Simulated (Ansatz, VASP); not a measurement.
**CdSe: VASP beside Ansatz**

Contents of INCAR:

```
SYSTEM = CdSe
ALGO = Normal
EDIFF = 1E-6
ENCUT = 520
GGA = PS
ISIF = 2
ISMEAR = -1
LASPH = .True.
LCHARG = .True.
LELF = .True.
LREAL = .False.
LVHAR = .True.
LWAVE = .False.
NBANDS = 26
NELM = 80
PREC = Accurate
SIGMA = 0.05
```

KPOINTS

```
k-points
0
Gamma
  7 7 4
  0 0 0
```

POSCAR

```
CdSe
1.0
    4.3565854364      0.0000000000      0.0000000000
   -2.1782927182      3.7729136617      0.0000000000
    0.0000000000      0.0000000000      7.1123790148
Cd Se
2 2
Direct
    0.6666666667      0.3333333333      0.5000000000
    0.3333333333      0.6666666667      0.0000000000
    0.6666666667      0.3333333333      0.8850000000
    0.3333333333      0.6666666667      0.3850000000
```

input.yaml

```yaml
crystal:
  lattice:
    - [4.3565854364, 0.0, 0.0]
    - [-2.1782927182, 3.7729136617, 0.0]
    - [0.0, 0.0, 7.1123790148]
  atoms:
    - { symbol: Cd, position: [0.6666666667, 0.3333333333, 0.5] }
    - { symbol: Cd, position: [0.3333333333, 0.6666666667, 0.0] }
    - { symbol: Se, position: [0.6666666667, 0.3333333333, 0.885] }
    - { symbol: Se, position: [0.3333333333, 0.6666666667, 0.385] }
kpoints:
  mp_grid: { grid: [7, 7, 4] }
scf:
  occupations: { method: fermi_dirac, width: 0.05 }
hamiltonian:
  xc: pbesol
  pseudopotentials: { kind: all_electron, lapw: { basis_error: 0.001 } }
output:
  forces: true
  stress: true
  eigenvalues: true
```

Change from the starting cell: volume scaled by 1.04.

Alike in both runs: task single point; functional PBEsol; k mesh 7 × 7 × 4; occupations fermi-dirac, width 0.05 eV; no spin polarisation.

```csv
,VASP,Ansatz
version,VASP 6.6.1,Ansatz 0.2.0
potentials or method,"VASP PAW PBE potentials, release 64 (Cd, Se), cutoff 520 eV","all-electron LAPW, scalar-relativistic"
```

Ansatz gave:

- gap on the k mesh at the Fermi level (eV): 0.50
- least direct gap on the mesh (eV): 0.50
- pressure (GPa): -1.7
- traceless stress, the component that is largest in VASP (GPa): -0.92
- rms of the force components (eV/Å): 0.131

Question: Estimate VASP's values.

Answer: gap on the k mesh at the Fermi level (eV): 0.50; least direct gap on the mesh (eV): 0.50; pressure (GPa): -1.4; traceless stress, the component that is largest in VASP (GPa): -0.96; rms of the force components (eV/Å): 0.136.

VASP's potentials were made for PBE, not for PBEsol. Atom by atom the forces differ by 0.005 eV/Å (rms over components). Ansatz ran all-electron here, and VASP with PAW potentials.
